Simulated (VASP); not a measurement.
**Cr: single point with r2SCAN**

Crystal: Cr.

```
Cr
1.0
     0.00000    1.79811    1.79811
     1.79811    0.00000    1.79811
     1.79811    1.79811    0.00000
Cr
1
Cartesian
  0.0000 0.0000 0.0000
```

- Program: VASP 6.6.1
- Task: single point
- Functional: r2SCAN
- Potentials or basis: VASP PAW PBE potentials, release 64 (Cr_pv)
- Cutoff: 520 eV
- k mesh: 20 × 20 × 20
- Occupations: gaussian, width 0.05 eV
- Spin: collinear spin, ferromagnetic start
- Starting moments: [0.05] μB
- Dipole correction: no
- Further INCAR settings: ALGO = Normal; EDIFF = 1e-06; NBANDS = 16

```
Pressure                                              : 0.7 GPa
Band gap on the k mesh                                : zero (filled and empty bands overlap)
Net moment                                            : 0.00 μB per cell
Valence electrons inside the program's atomic spheres : Cr 11.29
```

Levels at points of the mesh, in eV from the Fermi level:
Spin up:
```csv
k point,band 3,band 4,band 5,band 6,band 7,band 8,band 9,band 10
"(0.00, 0.00, 0.00)",-43.95,-8.13,-0.48,-0.48,-0.48,1.59,1.59,3.54
"(0.50, 0.00, 0.00)",-44.07,-4.26,-0.51,-0.51,0.68,2.74,2.74,3.47
"(0.50, 0.50, 0.00)",-44.28,-4.37,-3.58,2.83,2.99,2.99,3.47,3.79
```
Spin down:
| k point | band 4 | band 5 | band 6 | band 7 | band 8 | band 9 |
| --- | --- | --- | --- | --- | --- | --- |
| (0.00, 0.00, 0.00) | -8.13 | -0.48 | -0.48 | -0.48 | 1.59 | 1.59 |
| (0.50, 0.00, 0.00) | -4.26 | -0.51 | -0.51 | 0.68 | 2.74 | 2.74 |
| (0.50, 0.50, 0.00) | -4.37 | -3.58 | 2.83 | 2.99 | 2.99 | 3.47 |

It took 2.3 min on 1 thread of Intel(R) Xeon(R) 6975P-C (Granite Rapids), with other jobs on the host, peak memory 0.19 GiB.

Caveat: the PAW data sets were made with another functional, which shifts forces and pressure a little.
